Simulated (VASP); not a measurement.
# LaMgO3 (Pm-3m) in VASP: a series of runs, part 2 of 2

VASP 6.6.1. Earlier steps stand in the parts before.

**6. Relaxation of cell and atoms, LDA, target pressure 4 GPa, at which the enthalpy is minimised**

This run uses another cell than the first one, of 12.29 Å³/atom, 1.079 times its volume.

INCAR reads:

```
PREC = Accurate
ENCUT = 600
EDIFF = 1E-6
ISMEAR = -1
SIGMA = 0.1
LREAL = False
LASPH = True
NELM = 60
ALGO = Normal
ISIF = 3
LWAVE = False
LCHARG = False
IBRION = 2
NSW = 100
EDIFFG = -0.01
PSTRESS = 40.0
```

KPOINTS reads:

```
Automatic mesh
0
Gamma
  7 7 7
```

POSCAR reads:

```
LaMgO3
1.0
    3.9457890000      0.0000000000      0.0000000000
    0.0000000000      3.9457890000      0.0000000000
    0.0000000000      0.0000000000      3.9457890000
La Mg O
1 1 3
Direct
    0.0000000000      0.0000000000      0.0000000000
    0.5000000000      0.5000000000      0.5000000000
    0.5000000000      0.5000000000      0.0000000000
    0.5000000000      0.0000000000      0.5000000000
    0.0000000000      0.5000000000      0.5000000000
```

Potentials or basis: VASP PAW LDA potentials, release 64 (La, Mg, O).

Run with:

```
$ cat potpaw_LDA.64/La/POTCAR potpaw_LDA.64/Mg/POTCAR potpaw_LDA.64/O/POTCAR > POTCAR
$ mpirun -np 1 vasp_std > vasp.out
```

OUTCAR:

```text
PREC = Accurate
   ENCUT = 600
   EDIFF = 1E-6
   ISMEAR = -1
   LREAL = False
   LASPH = True
   NELM = 60
   ISIF = 3
   IBRION = 2
   NSW = 100
   EDIFFG = -0.01
   PSTRESS = 40.0

 ion  position               nearest neighbor table
   1  0.000  0.000  0.000-   3 2.79   4 2.79   5 2.79   4 2.79   5 2.79   3 2.79   5 2.79   5 2.79
                             3 2.79   4 2.79   4 2.79   3 2.79   2 3.42   2 3.42   2 3.42   2 3.42
   2  0.500  0.500  0.500-   3 1.97   4 1.97   5 1.97   3 1.97   4 1.97   5 1.97   1 3.42   1 3.42
                             1 3.42   1 3.42   1 3.42   1 3.42   1 3.42   1 3.42
   3  0.500  0.500  0.000-   2 1.97   2 1.97   1 2.79   1 2.79   1 2.79   1 2.79
   4  0.500  0.000  0.500-   2 1.97   2 1.97   1 2.79   1 2.79   1 2.79   1 2.79
   5  0.000  0.500  0.500-   2 1.97   2 1.97   1 2.79   1 2.79   1 2.79   1 2.79

  LATTYP: Found a simple cubic cell.
 ALAT       =     3.9457890000

  Lattice vectors:

 A1 = (   3.9457890000,   0.0000000000,   0.0000000000)
 A2 = (   0.0000000000,   3.9457890000,   0.0000000000)
 A3 = (   0.0000000000,   0.0000000000,   3.9457890000)

Analysis of symmetry for initial positions (statically):
=====================================================================
 Subroutine PRICEL returns:
 Original cell was already a primitive cell.

 Routine SETGRP: Setting up the symmetry group for a
 simple cubic supercell.

[... 159 lines left out ...]

 number of electron      30.9999981 magnetization

 Free energy of the ion-electron system (eV)
  ---------------------------------------------------
  ext. energy  EPLUGINS =         0.00000000
  ---------------------------------------------------
  free energy    TOTEN  =       -37.94129345 eV

  energy without entropy =      -37.78521699  energy(sigma->0) =      -37.86325522

------------------------ aborting loop because EDIFF is reached ----------------------------------------

  FORCE on cell =-STRESS in cart. coord.  units (eV):
  Direction    XX          YY          ZZ          XY          YZ          ZX
  --------------------------------------------------------------------------------------
  -------------------------------------------------------------------------------------
  Total       -4.3162420     -4.3162420     -4.3162420      0.0000000     -0.0000000      0.0000000
  in kB     -112.5679601   -112.5679601   -112.5679601      0.0000000     -0.0000000      0.0000000
  external PRESSURE =    -152.5679601 kB  Pullay stress =      40.0000000 kB
[... 69 lines left out ...]
--------------------------------------- Ionic step        3  -------------------------------------------

 number of electron      31.0000015 magnetization

 Free energy of the ion-electron system (eV)
  ---------------------------------------------------
  ext. energy  EPLUGINS =         0.00000000
  ---------------------------------------------------
  free energy    TOTEN  =       -38.10662782 eV

  energy without entropy =      -37.96470297  energy(sigma->0) =      -38.03566539

 E-fermi :   6.0672     XC(G=0): -12.0448

 val. band max:        6.0307252641   @ k =   0.4286   0.4286   0.4286
 cond. band min:       6.0841084262   @ k =   0.4286   0.4286   0.2857
 fundamental gap:      0.0533831621
 Fermi energy:         6.0671637683

 k-point     1 :       0.0000    0.0000    0.0000
  band No.  band energies     occupation
      1     -24.1094      2.00000
      2     -10.9607      2.00000
      3      -9.2564      2.00000
      4      -9.2564      2.00000
      5      -7.6874      2.00000
      6      -7.6874      2.00000
[... 465 lines left out ...]
  energy  without entropy=      -37.9647029653  energy(sigma->0) =      -38.03566539

  enthalpy is  TOTEN    =       -36.7228422999 eV   P V=        1.3837855177

 reached required accuracy - stopping structural energy minimisation
```

OSZICAR:

```text
N       E                     dE             d eps       ncg     rms          rms(c)
DAV:   1     0.331329200562E+03    0.33133E+03   -0.14407E+04   800   0.264E+03
DAV:   2     0.541226754128E+02   -0.27721E+03   -0.25541E+03   984   0.378E+02
DAV:   3    -0.339777324527E+02   -0.88100E+02   -0.84624E+02  1190   0.220E+02
[... 27 lines left out ...]
DAV:   5    -0.381063934032E+02    0.13920E-02   -0.17473E-02  1269   0.120E+00    0.108E-01
DAV:   6    -0.381066657042E+02   -0.27230E-03   -0.21760E-03  1263   0.520E-01    0.628E-02
DAV:   7    -0.381066243100E+02    0.41394E-04   -0.10785E-03  1396   0.310E-01    0.304E-02
DAV:   8    -0.381066317395E+02   -0.74295E-05   -0.70236E-05  1130   0.743E-02    0.120E-02
DAV:   9    -0.381066277841E+02    0.39554E-05   -0.24129E-05  1258   0.530E-02    0.359E-03
DAV:  10    -0.381066278177E+02   -0.33532E-07   -0.85021E-07   509   0.873E-03
   3 F= -.36722842E+02 E0= -.36651880E+02  d E =-.315286E+00
```

CONTCAR:

```text
LaMgO3
   1.00000000000000
     3.8127628261775550    0.0000000000000000    0.0000000000000000
     0.0000000000000000    3.8127628261775555    0.0000000000000000
    -0.0000000000000000   -0.0000000000000000    3.8127628261775550
  La              Mg              O
     1     1     3
Direct
     0.0000000000000000    0.0000000000000000    0.0000000000000000
     0.5000000000000000    0.5000000000000000    0.5000000000000000
     0.5000000000000000    0.5000000000000000    0.0000000000000000
     0.5000000000000000    0.0000000000000000    0.5000000000000000
     0.0000000000000000    0.5000000000000000    0.5000000000000000

  0.00000000E+00  0.00000000E+00  0.00000000E+00
  0.00000000E+00  0.00000000E+00  0.00000000E+00
  0.00000000E+00  0.00000000E+00  0.00000000E+00
  0.00000000E+00  0.00000000E+00  0.00000000E+00
  0.00000000E+00  0.00000000E+00  0.00000000E+00
```

It took 65 s on 1 thread of AMD EPYC 9R45 (Zen 5), shared host; peak memory 0.15 GiB.

Results:

* Free energy: -38.1066 eV
* Relaxed volume: 11.09 Å³/atom
* Relaxed cell: a = 3.813 Å, b = 3.813 Å, c = 3.813 Å, α = 90.00°, β = 90.00°, γ = 90.00°
* Space group after relaxing (to 0.05 Å): Pm-3m (No. 221)
* Energy change on relaxing (the enthalpy is what falls): -33.1 meV/atom
* Ionic steps: 3
* Pressure after relaxing: 3.9 GPa

The path:
```csv
step,energy change (eV),largest force (eV/Å),pressure (GPa),volume (Å³)
1,0.0000,0.0000,-11.26,61.43
2,0.0974,0.0000,19.11,51.61
3,-0.1653,0.0000,3.86,55.43
```

Final structure:
```
La Mg O
1.0
     3.81276    0.00000    0.00000
     0.00000    3.81276    0.00000
     0.00000    0.00000    3.81276
La Mg O
1 1 3
Cartesian
  0.0000 0.0000 0.0000
  1.9064 1.9064 1.9064
  1.9064 1.9064 0.0000
  1.9064 0.0000 1.9064
  0.0000 1.9064 1.9064
```

Levels at points of the mesh, in eV from the Fermi level:
```tsv
k point	band 13	band 14	band 15	band 16	band 17	band 18
(0.00, 0.00, 0.00)	-1.25	0.30	0.30	0.30	3.56	3.56
```

Caveat: the cell is relaxed towards a set pressure, so the enthalpy falls and the energy may rise; spin-orbit coupling is left out, which moves the levels of the heavy elements; an odd number of electrons without spin polarisation forces a metal; a magnetic or distorted state may lie lower.

**7. Summary**

| task | cell | cutoff (eV) | gap on the mesh (eV) | pressure (GPa) |
| --- | --- | --- | --- | --- |
| single point | a = 3.847 Å, 5 atoms | 520 | none | -0.5 |
| single point | a = 3.832 Å, 5 atoms | 520 | none | 1.5 |
| relaxation of cell and atoms | relaxed from a = 3.946 Å, 5 atoms | 600 | none | 0.0 |
| relaxation of cell and atoms | relaxed to 2 GPa from a = 3.946 Å, 5 atoms | 600 | none | 1.9 |
| relaxation of cell and atoms | relaxed to 4 GPa from a = 3.946 Å, 5 atoms | 600 | none | 3.9 |

Alike in all rows: level LDA; potentials or basis VASP PAW LDA potentials, release 64 (La, Mg, O); no spin polarisation; k mesh 7 × 7 × 7; smearing fermi-dirac 0.1 eV.

Caveats: spin-orbit coupling is left out, which moves the levels of the heavy elements; an odd number of electrons without spin polarisation forces a metal; a magnetic or distorted state may lie lower; the cell is relaxed towards a set pressure, so the enthalpy falls and the energy may rise (some runs).

Total energies depend on the potentials used, so only differences within one code and one set of settings carry meaning.
